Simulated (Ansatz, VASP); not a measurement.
Two plane-wave programs on TiW2

INCAR

```
SYSTEM = TiW2
PREC = Accurate ; ENCUT = 520
EDIFF = 1E-6 ; ISMEAR = 0
SIGMA = 0.1 ; LREAL = .False.
LASPH = .True. ; NELM = 80
ALGO = Normal ; ISIF = 2
LWAVE = .False. ; LCHARG = .False.
GGA = PE ; NBANDS = 27
```

KPOINTS

```
Automatic mesh
0
Gamma
  6 6 6
  0 0 0
```

POSCAR

```
TiW2
1.0
    4.5184152200      0.0000000000      0.0000000000
   -2.2592076100      3.9130623600      0.0000000000
    0.0000000000      0.0000000000      2.7669529300
Ti W
1 2
Direct
    0.0000000000      0.0000000000      0.0000000000
    0.3333333300      0.6666666700      0.3333333300
    0.6666666700      0.3333333300      0.6666666700
```

Input for Ansatz:

```yaml
crystal:
  lattice:
    - [4.51841522, 0.0, 0.0]
    - [-2.25920761, 3.91306236, 0.0]
    - [0.0, 0.0, 2.76695293]
  atoms:
    - { symbol: Ti, position: [0.0, 0.0, 0.0] }
    - { symbol: W, position: [0.33333333, 0.66666667, 0.33333333] }
    - { symbol: W, position: [0.66666667, 0.33333333, 0.66666667] }
basis:
  ecutwfc: 420
kpoints:
  mp_grid: { grid: [6, 6, 6] }
hamiltonian:
  xc: pbe
scf:
  occupations: { method: gaussian, width: 0.1 }
  lower_state_search: "off"
output:
  forces: true
  stress: true
  eigenvalues: true
```

Alike in both runs: task single point; functional PBE; k mesh 6 × 6 × 6; occupations gaussian, width 0.1 eV; no spin polarisation.

|  | VASP | Ansatz |
| --- | --- | --- |
| version | VASP 6.6.1 | Ansatz 0.2.0 |
| potentials or method | VASP PAW PBE potentials, release 64 (Ti_sv, W_sv), cutoff 520 eV | scalar-relativistic, plane waves, PAW |
| valence electrons in the cell | 40 | 40 |

```csv
,VASP,Ansatz,Ansatz less VASP
gap on the k mesh at the Fermi level (eV),none,none,-
pressure (GPa),-3.0,-3.1,-0.16
"traceless stress, the component that is largest in VASP (GPa)",0.36,0.36,-0.003
rms of the force components (eV/Å),0.370,0.374,+0.0039
```

Atom by atom the forces differ by 0.004 eV/Å (rms over components). A gap of «none» marks a metal or a gap that the smearing closes.

The k mesh is coarse, so the values compare programs but aren't converged. Neither program's run includes spin-orbit coupling.
